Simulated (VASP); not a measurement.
# HC4 in VASP: a series of runs

Runs on HC4. Level: PBE+D3(BJ). Tasks: single point.

Program: VASP 6.6.1. These are calculated values, not measurements. Logs are shortened: lines on timing, memory, paths and dates and some standing lists are left out, and cuts for length are marked.

## (1) The cell of the first run

The cell holds a slab with vacuum, 10 atoms: a = 4.931 Å, b = 4.931 Å, c = 18.000 Å, α = 90.00°, β = 90.00°, γ = 120.00°.

## (2) Single point, PBE+D3(BJ)

INCAR reads:

```
SYSTEM = HC4
ALGO = Normal
DIPOL = 0.5 0.5 0.234
EDIFF = 1E-6
ENCUT = 520
GGA = PE
IDIPOL = 3
ISIF = 2
ISMEAR = 0
IVDW = 12
LASPH = .TRUE.
LCHARG = .TRUE.
LDIPOL = .TRUE.
LELF = .TRUE.
LREAL = .FALSE.
LVACPOTAV = .TRUE.
LVHAR = .TRUE.
LWAVE = .FALSE.
NBANDS = 28
NELM = 100
PREC = Accurate
SIGMA = 0.1
```

KPOINTS reads:

```
k-points
0
G
  6 6 1
  0 0 0
```

POSCAR reads:

```
HC4
1.0
    4.9314011428      0.0000000001      0.0000000000
   -2.4657005715      4.2707186659      0.0000000000
    0.0000000000      0.0000000000     18.0000000000
C H
8 2
Direct
    0.1666666667      0.3333333333      0.2222222222
    0.1666666667      0.8333333333      0.2222222222
    0.6666666667      0.3333333333      0.2222222222
    0.6666666667      0.8333333333      0.2222222222
    0.3333333333      0.1666666667      0.2222222222
    0.3333333333      0.6666666667      0.2222222222
    0.8333333333      0.1666666667      0.2222222222
    0.8333333333      0.6666666667      0.2222222222
    0.1739562988      0.1739571079      0.2827777778
    0.3260437012      0.3260428921      0.2827777778
```

Potentials or basis: VASP PAW PBE potentials, release 64 (C, H).

The run is started by

```
cat potpaw_PBE.64/C/POTCAR potpaw_PBE.64/H/POTCAR > POTCAR
mpirun -np 1 vasp_std > vasp.out
```

OUTCAR:

```text
SYSTEM = HC4
   EDIFF = 1E-6
   ENCUT = 520
   GGA = PE
   ISIF = 2
   ISMEAR = 0
   IVDW = 12
   LASPH = .TRUE.
   LREAL = .FALSE.
   NELM = 100
   PREC = Accurate
 IVDW          = 12

 ion  position               nearest neighbor table
   1  0.167  0.333  0.222-   9 1.35  10 1.35   5 1.42   7 1.42   6 1.42
   2  0.167  0.833  0.222-   6 1.42   8 1.42   5 1.42
   3  0.667  0.333  0.222-   7 1.42   5 1.42   8 1.42
   4  0.667  0.833  0.222-   8 1.42   6 1.42   7 1.42
   5  0.333  0.167  0.222-  10 1.35   9 1.35   1 1.42   3 1.42   2 1.42
   6  0.333  0.667  0.222-   2 1.42   4 1.42   1 1.42
   7  0.833  0.167  0.222-   3 1.42   1 1.42   4 1.42
   8  0.833  0.667  0.222-   4 1.42   2 1.42   3 1.42
   9  0.174  0.174  0.283-  10 0.75   1 1.35   5 1.35
  10  0.326  0.326  0.283-   9 0.75   5 1.35   1 1.35

  LATTYP: Found a hexagonal cell.
 ALAT       =     4.9314011428
 C/A-ratio  =     3.6500782392

  Lattice vectors:

 A1 = (   4.9314011428,   0.0000000001,   0.0000000000)
 A2 = (  -2.4657005715,   4.2707186659,   0.0000000000)
 A3 = (   0.0000000000,   0.0000000000,  18.0000000000)

Analysis of symmetry for initial positions (statically):
=====================================================================
 Subroutine PRICEL returns:
 Original cell was already a primitive cell.

 Routine SETGRP: Setting up the symmetry group for a
 hexagonal supercell.

 Subroutine GETGRP returns: Found  4 space group operations
 (whereof  2 operations were pure point group operations)
 out of a pool of 24 trial point group operations.

The static configuration has the point symmetry C_1h.
 The point group associated with its full space group is C_2v.

Analysis of symmetry for dynamics (positions and initial velocities):
=====================================================================
 Subroutine PRICEL returns:
 Original cell was already a primitive cell.

 Routine SETGRP: Setting up the symmetry group for a
 hexagonal supercell.

 Subroutine GETGRP returns: Found  4 space group operations
 (whereof  2 operations were pure point group operations)
 out of a pool of 24 trial point group operations.

The dynamic configuration has the point symmetry C_1h.
 The point group associated with its full space group is C_2v.

 Subroutine INISYM returns: Found  4 space group operations
 (whereof  2 operations are pure point group operations),
 and found     1 'primitive' translations

----------------------------------------------------------------------------------------

                                     Primitive cell

  volume of cell :     379.0913

  direct lattice vectors                    reciprocal lattice vectors
     4.931401143  0.000000000  0.000000000     0.202782124  0.117076314  0.000000000
    -2.465700572  4.270718666  0.000000000    -0.000000000  0.234152628  0.000000000
     0.000000000  0.000000000 18.000000000     0.000000000  0.000000000  0.055555556

  length of vectors
     4.931401143  4.931401143 18.000000000     0.234152628  0.234152628  0.055555556

  position of ions in fractional coordinates (direct lattice)
     0.166666667  0.333333333  0.222222222
     0.166666667  0.833333333  0.222222222
     0.666666667  0.333333333  0.222222222
     0.666666667  0.833333333  0.222222222
     0.333333333  0.166666667  0.222222222
     0.333333333  0.666666667  0.222222222
     0.833333333  0.166666667  0.222222222
     0.833333333  0.666666667  0.222222222
     0.173956299  0.173957108  0.282777778
     0.326043701  0.326042892  0.282777778

  ion indices of the primitive-cell ions
   primitive index   ion index
                 1           1
                 2           2
                 3           3
                 4           4
                 5           5
                 6           6
                 7           7
                 8           8
                 9           9
                10          10

----------------------------------------------------------------------------------------

 KPOINTS: k-points

Automatic generation of k-mesh.
 Grid dimensions read from file:
 generate k-points for:    6    6    1

 Generating k-lattice:

  Cartesian coordinates                     Fractional coordinates (reciprocal lattice)
     0.033797021  0.019512719  0.000000000     0.166666667  0.000000000  0.000000000
    -0.000000000  0.039025438  0.000000000     0.000000000  0.166666667  0.000000000
     0.000000000  0.000000000  0.055555556     0.000000000  0.000000000  1.000000000

  Length of vectors
     0.039025438  0.039025438  0.055555556

  Shift w.r.t. Gamma in fractional coordinates (k-lattice)
     0.000000000  0.000000000  0.000000000

 Subroutine IBZKPT returns following result:
 ===========================================

 Found     13 irreducible k-points:

 Following reciprocal coordinates:
            Coordinates               Weight
  0.000000  0.000000  0.000000      1.000000
  0.166667  0.000000  0.000000      4.000000
 -0.166667  0.166667  0.000000      2.000000
  0.333333  0.000000  0.000000      4.000000
 -0.333333  0.333333  0.000000      2.000000
  0.500000  0.000000  0.000000      2.000000
  0.500000  0.500000  0.000000      1.000000
  0.166667  0.166667  0.000000      2.000000
 -0.166667  0.333333  0.000000      4.000000
  0.333333  0.166667  0.000000      4.000000
 -0.166667  0.500000  0.000000      4.000000
  0.500000  0.333333  0.000000      4.000000
  0.333333  0.333333  0.000000      2.000000
   k-points           NKPTS =     13   k-points in BZ     NKDIM =     13   number of bands    NBANDS=     28
   number of dos      NEDOS =    301   number of ions     NIONS =     10
   total plane-waves  NPLWV = 224000
   dimension x,y,z NGX =    40 NGY =   40 NGZ =  140
   dimension x,y,z NGXF=    80 NGYF=   80 NGZF=  280
   ions per type =               8   2
   NGX,Y,Z   is equivalent  to a cutoff of  13.48, 13.48, 12.93 a.u.
   NGXF,Y,Z  is equivalent  to a cutoff of  26.97, 26.97, 25.86 a.u.
 SYSTEM =  HC4
   PREC   = accura    normal or accurate (medium, high low for compatibility)
   ISTART =      0    job   : 0-new  1-cont  2-samecut
   ICHARG =      2    charge: 1-file 2-atom 10-const
   ISPIN  =      1    spin polarized calculation?
   LNONCOLLINEAR =      F non collinear calculations
   LSORBIT =      F    spin-orbit coupling
   LASPH  =      T    aspherical Exc in radial PAW
   ENCUT  =  520.0 eV  38.22 Ry    6.18 a.u.   9.17  9.17 33.47*2*pi/ulx,y,z
   NELM   =    100;   NELMIN=  2; NELMDL= -5     # of ELM steps
   EDIFF  = 0.1E-05   stopping-criterion for ELM
   LREAL  =      F    real-space projection
   EDIFFG = 0.1E-04   stopping-criterion for IOM
   NSW    =      0    number of steps for IOM
   IBRION =     -1    ionic relax: 0-MD 1-quasi-New 2-CG
   NFREE  =      0    steps in history (QN), initial steepest desc. (CG)
   ISIF   =      2    stress and relaxation
   ISYM   =      2    0-nonsym 1-usesym 2-fastsym
   POTIM  = 0.5000    time-step for ionic-motion
   TEBEG  =    0.0;   TEEND  =   0.0 temperature during run
   PSTRESS=    0.0 pullay stress
   NELECT =      34.0000    total number of electrons
   NUPDOWN=      -1.0000    fix difference up-down
   EMIN   =  10.00;   EMAX   =-10.00  energy-range for DOS
   EFERMI =   0.00;   METHOD = LEGACY
   ISMEAR =     0;   SIGMA  =   0.10  broadening in eV -4-tet -1-fermi 0-gaus
   EFERMI_NEDOS =   21; number of points for ismear=-14 and -15
   IALGO  =     38    algorithm
   IMIX   =      4    mixing-type and parameters
     AMIX     =   0.40;   BMIX     =  1.00
     AMIX_MAG =   1.60;   BMIX_MAG =  1.00
  volume/ion in A,a.u.               =      37.91       255.82
  Fermi-wavevector in a.u.,A,eV,Ry     =   0.732802  1.384795  7.306308  0.536999
  Thomas-Fermi vector in A             =   1.825354
   LORBIT       =      0    0 simple, 1 ext, 2 COOP (PROOUT), +10 PAW based schemes
   GGA     = PE    functional components
   LHFCALC =     F    Hartree Fock is set to
   AEXX    =    0.0000 exact exchange contribution
   IVDW    =    12    specifies the selected vdW correction
   LEPSILON=     F    determine dielectric tensor
   LRPA    =     F    only Hartree local field effects (RPA)
 non-spin polarized calculation
 Gauss-broadening in eV      SIGMA  =   0.10
  energy-cutoff  :      520.00
  volume of cell :      379.09
 maximum number of plane-waves:     10258
 NGX is ok and might be reduce to    40
   NGX = 19   NGY = 19   NGZ = 67

 dipolmoment           0.000000      0.000000      0.000009 electrons x Angstroem

 number of electron      33.9999997 magnetization

 dipolmoment           0.000000      0.000000     -0.076178 electrons x Angstroem

 Free energy of the ion-electron system (eV)
  ---------------------------------------------------
  ext. energy  EPLUGINS =         0.00000000
  ---------------------------------------------------
  free energy    TOTEN  =       -73.37643499 eV

  energy without entropy =      -73.36219273  energy(sigma->0) =      -73.36931386

 E-fermi :  -1.7489     XC(G=0):  -2.6441

 val. band max:       -1.7966590402   @ k =   0.0000   0.0000   0.0000
 cond. band min:      -1.7282156682   @ k =  -0.1667   0.3333   0.0000
 fundamental gap:      0.0684433720
 Fermi energy:        -1.7488796761

 k-point     1 :       0.0000    0.0000    0.0000
  band No.  band energies     occupation
      1     -23.5004      2.00000
      2     -19.2827      2.00000
      3     -17.1747      2.00000
      4     -16.7724      2.00000
      5     -16.3475      2.00000
      6     -16.0958      2.00000
[... 20 lines left out ...]
     27       4.1219      0.00000
     28       4.5637      0.00000

 k-point     2 :       0.1667    0.0000    0.0000
  band No.  band energies     occupation
      1     -23.3957      2.00000
      2     -19.6199      2.00000
      3     -17.6739      2.00000
      4     -17.4872      2.00000
      5     -16.0982      2.00000
      6     -15.3707      2.00000
[... 20 lines left out ...]
     27       4.6359      0.00000
     28       5.2228      0.00000

 k-point     3 :      -0.1667    0.1667    0.0000
  band No.  band energies     occupation
      1     -23.3951      2.00000
      2     -19.6203      2.00000
      3     -17.8308      2.00000
      4     -17.3681      2.00000
      5     -15.8532      2.00000
      6     -15.4765      2.00000
[... 20 lines left out ...]
     27       4.6068      0.00000
     28       4.8835      0.00000

 k-point     4 :       0.3333    0.0000    0.0000
  band No.  band energies     occupation
      1     -23.1404      2.00000
      2     -20.2725      2.00000
      3     -18.3685      2.00000
      4     -17.9007      2.00000
      5     -15.3057      2.00000
      6     -14.2144      2.00000
[... 237 lines left out ...]
     27       4.6392      0.00000
     28       4.8593      0.00000

 k-point    12 :       0.5000    0.3333    0.0000
  band No.  band energies     occupation
      1     -22.9793      2.00000
      2     -20.4461      2.00000
      3     -19.3519      2.00000
      4     -17.1076      2.00000
      5     -14.8905      2.00000
      6     -13.9984      2.00000
[... 20 lines left out ...]
     27       4.7185      0.00000
     28       4.8161      0.00000

 k-point    13 :       0.3333    0.3333    0.0000
  band No.  band energies     occupation
      1     -22.8959      2.00000
      2     -20.1550      2.00000
      3     -20.1262      2.00000
      4     -16.3682      2.00000
      5     -15.3809      2.00000
      6     -13.9399      2.00000
[... 20 lines left out ...]
     27       4.2376      0.00000
     28       4.3263      0.00000

------------------------ aborting loop because EDIFF is reached ----------------------------------------

 Edisp (eV)   -0.80537

 E8    (eV) :    -0.2428

  FORCE on cell =-STRESS in cart. coord.  units (eV):
  Direction    XX          YY          ZZ          XY          YZ          ZX
  --------------------------------------------------------------------------------------
  -------------------------------------------------------------------------------------
  Total       8.80690     4.26940    11.56465    -3.92958     0.00000     0.00000
  in kB      37.22114    18.04405    48.87640   -16.60785     0.00000     0.00000
  external pressure =       34.71 kB  Pullay stress =        0.00 kB

 VOLUME and BASIS-vectors are now :
 -----------------------------------------------------------------------------
  energy-cutoff  :      520.00
  volume of cell :      379.09
      direct lattice vectors                 reciprocal lattice vectors
     4.931401143  0.000000000  0.000000000     0.202782124  0.117076314  0.000000000
    -2.465700572  4.270718666  0.000000000    -0.000000000  0.234152628  0.000000000
     0.000000000  0.000000000 18.000000000     0.000000000  0.000000000  0.055555556

 POSITION                                       TOTAL-FORCE (eV/Angst)
 -----------------------------------------------------------------------------------
      0.00000      1.42357      4.00000        -4.428475      2.556781     -4.287037
     -1.23285      3.55893      4.00000        -0.255388     -0.647692     -0.583808
      2.46570      1.42357      4.00000         0.433224      0.545018     -0.583808
      1.23285      3.55893      4.00000        -0.189564      0.109445      0.115804
      1.23285      0.71179      4.00000         4.428475     -2.556781     -4.287037
     -0.00000      2.84715      4.00000         0.255388      0.647692     -0.583808
      3.69855      0.71179      4.00000        -0.433224     -0.545018     -0.583808
      2.46570      2.84715      4.00000         0.189564     -0.109445      0.115804
      0.42892      0.74292      5.09000        -1.362133     -2.359284      5.338849
      0.80393      1.39244      5.09000         1.362133      2.359284      5.338849
 -----------------------------------------------------------------------------------
    total drift:                               -0.001596      0.002857      0.000624

  FREE ENERGIE OF THE ION-ELECTRON SYSTEM (eV)
  ---------------------------------------------------
  free  energy   TOTEN  =       -74.1818050672 eV

  energy  without entropy=      -74.1675628147  energy(sigma->0) =      -74.17468394

 vacuum level on the upper side and lower side of the slab         1.487         2.141
```

It took 2 min on 1 thread of Intel Xeon 6975P-C (Granite Rapids), shared host; peak memory 0.53 GiB.

What came out:

| Item | Value |
| --- | --- |
| Free energy | -74.1818 eV |
| Largest force | 6.673 eV/Å |
| Band gap on the k mesh | zero (bands 17 and 18 overlap by 0.27 eV) |
| Dispersion energy per atom | -0.081 eV |

Forces in eV/Å, atoms in the order of the input:
```
C   -4.428  2.557 -4.287
C   -0.255 -0.648 -0.584
C    0.433  0.545 -0.584
C   -0.190  0.109  0.116
C    4.428 -2.557 -4.287
C    0.255  0.648 -0.584
C   -0.433 -0.545 -0.584
C    0.190 -0.109  0.116
H   -1.362 -2.359  5.339
H    1.362  2.359  5.339
```

Levels at points of the mesh, in eV from the Fermi level:
| k point | band 14 | band 15 | band 16 | band 17 | band 18 | band 19 | band 20 | band 21 |
| --- | --- | --- | --- | --- | --- | --- | --- | --- |
| (0.00, 0.00, 0.00) | -4.00 | -3.73 | -3.06 | -0.99 | -0.05 | 0.29 | 1.29 | 3.15 |
| (0.50, 0.00, 0.00) | -5.71 | -4.49 | -4.04 | -0.61 | 1.46 | 2.21 | 3.58 | 4.92 |
| (0.50, 0.50, 0.00) | -5.93 | -4.87 | -3.65 | 0.23 | 1.08 | 1.98 | 4.12 | 4.49 |

## (3) Single point, PBE+D3(BJ)

INCAR reads:

```
PREC = Accurate
ENCUT = 520
EDIFF = 1E-6
ISMEAR = 0
SIGMA = 0.1
LREAL = False
LASPH = True
NELM = 100
ALGO = Normal
ISIF = 2
LWAVE = False
LCHARG = False
LDIPOL = True
IDIPOL = 3
DIPOL = 0.5 0.5 0.262
GGA = PE
IVDW = 12
NBANDS = 28
```

KPOINTS reads:

```
Automatic mesh
0
Gamma
  6 6 1
```

Edit POSCAR of step 2 so:

```diff
@@ -16,3 +16,3 @@
     0.8333333333      0.6666666667      0.2222222222
-    0.1739562988      0.1739571079      0.2827777778
-    0.3260437012      0.3260428921      0.2827777778
+    0.1739562988      0.1739571079      0.4222222222
+    0.3260437012      0.3260428921      0.4222222222
```

Potentials or basis: VASP PAW PBE potentials, release 64 (C, H).

The run is started by

```
cat potpaw_PBE.64/C/POTCAR potpaw_PBE.64/H/POTCAR > POTCAR
mpirun -np 1 vasp_std > vasp.out
```

Wall time 1.9 min (1 thread of Intel Xeon 6975P-C (Granite Rapids), shared host); peak memory 0.54 GiB.

The run converged. Its results:

```
Free energy                : -81.3164 eV
Largest force              : 0.025 eV/Å
Band gap on the k mesh     : zero (filled and empty bands touch)
Dispersion energy per atom : -0.075 eV
```

Forces in eV/Å, atoms in the order of the input:
```
C    0.003 -0.002  0.000
C    0.001  0.005  0.005
C   -0.004 -0.003  0.005
C   -0.002  0.001  0.007
C   -0.003  0.002  0.000
C   -0.001 -0.005  0.005
C    0.004  0.003  0.005
C    0.002 -0.001  0.007
H   -0.009 -0.016 -0.017
H    0.009  0.016 -0.017
```

Levels at points of the mesh, in eV from the Fermi level:
| k point | band 15 | band 16 | band 17 | band 18 | band 19 | band 20 |
| --- | --- | --- | --- | --- | --- | --- |
| (0.00, 0.00, 0.00) | -2.36 | -2.36 | -2.36 | 1.67 | 1.68 | 1.68 |
| (0.50, 0.00, 0.00) | -5.05 | -2.74 | -2.74 | 2.82 | 2.82 | 3.75 |
| (0.50, 0.50, 0.00) | -5.06 | -2.74 | -2.74 | 2.82 | 2.82 | 4.38 |

## (4) Single point, PBE+D3(BJ)

INCAR reads:

```
SYSTEM = HC4
PREC     = Accurate       ! precision mode
ENCUT    = 520            ! plane-wave cutoff, eV
EDIFF    = 1E-6           ! SCF threshold, eV
ISMEAR   = 0              ! smearing method
SIGMA    = 0.1            ! smearing width, eV
LREAL    = .False.        ! projectors in reciprocal space
LASPH    = .True.         ! aspherical terms in the spheres
NELM     = 100            ! most SCF steps
ALGO     = Normal         ! electronic algorithm
ISIF     = 2              ! what is computed and relaxed
LWAVE    = .False.        ! write WAVECAR
LCHARG   = .False.        ! write CHGCAR
LDIPOL   = .True.       
IDIPOL   = 3            
DIPOL    = 0.5 0.5 0.231
GGA      = PE             ! functional
IVDW     = 12             ! dispersion correction
NBANDS   = 28             ! bands
```

KPOINTS reads:

```
regular mesh
0
Gamma
  6 6 1
  0 0 0
```

Edit POSCAR of step 3 so:

```diff
@@ -16,3 +16,3 @@
     0.8333333333      0.6666666667      0.2222222222
-    0.1739562988      0.1739571079      0.4222222222
-    0.3260437012      0.3260428921      0.4222222222
+    0.1568211181      0.1568221095      0.2650000000
+    0.3431788819      0.3431778905      0.2650000000
```

The run is started by

```
cat potpaw_PBE.64/C/POTCAR potpaw_PBE.64/H/POTCAR > POTCAR
mpirun -np 1 vasp_std > vasp.out
```

It took 2.2 min on 1 thread of Intel Xeon 6975P-C (Granite Rapids), shared host; peak memory 0.53 GiB.

Results (log left out):

```
Free energy                : -71.5529 eV
Largest force              : 8.862 eV/Å
Band gap on the k mesh     : zero (bands 17 and 18 overlap by 1.02 eV)
Dispersion energy per atom : -0.081 eV
```

Forces in eV/Å, atoms in the order of the input:
```
C   -6.011  3.471 -5.509
C   -0.318 -1.959 -0.236
C    1.538  1.255 -0.236
C   -0.110  0.063 -0.158
C    6.011 -3.471 -5.509
C    0.318  1.959 -0.236
C   -1.538 -1.255 -0.236
C    0.110 -0.063 -0.158
H   -2.479 -4.294  6.140
H    2.479  4.294  6.140
```

Levels at points of the mesh, in eV from the Fermi level:
```
           k point  band 15  band 16  band 17  band 18  band 19  band 20
(0.00, 0.00, 0.00)    -4.15    -3.32    -0.84    -0.43    -0.05     1.36
(0.50, 0.00, 0.00)    -4.50    -4.42     0.44     0.95     2.80     2.82
(0.50, 0.50, 0.00)    -4.84    -3.96     0.59     1.68     2.46     3.77
```

## (5) Overview

```csv
cell,gap on the mesh (eV),largest force (eV/Å)
"as given, atomic positions A",none,6.67
"as given, atomic positions B",none,0.03
"as given, atomic positions C",none,8.86
```

Alike in all rows: task single point; level PBE+D3(BJ); potentials or basis VASP PAW PBE potentials, release 64 (C, H); no spin polarisation; k mesh 6 × 6 × 1; cutoff (eV) 520; smearing gaussian 0.1 eV.

Total energies depend on the potentials used, so only differences within one code and one set of settings carry meaning.

The gap in the log of VASP goes by the Fermi energy; the results here count the filled bands.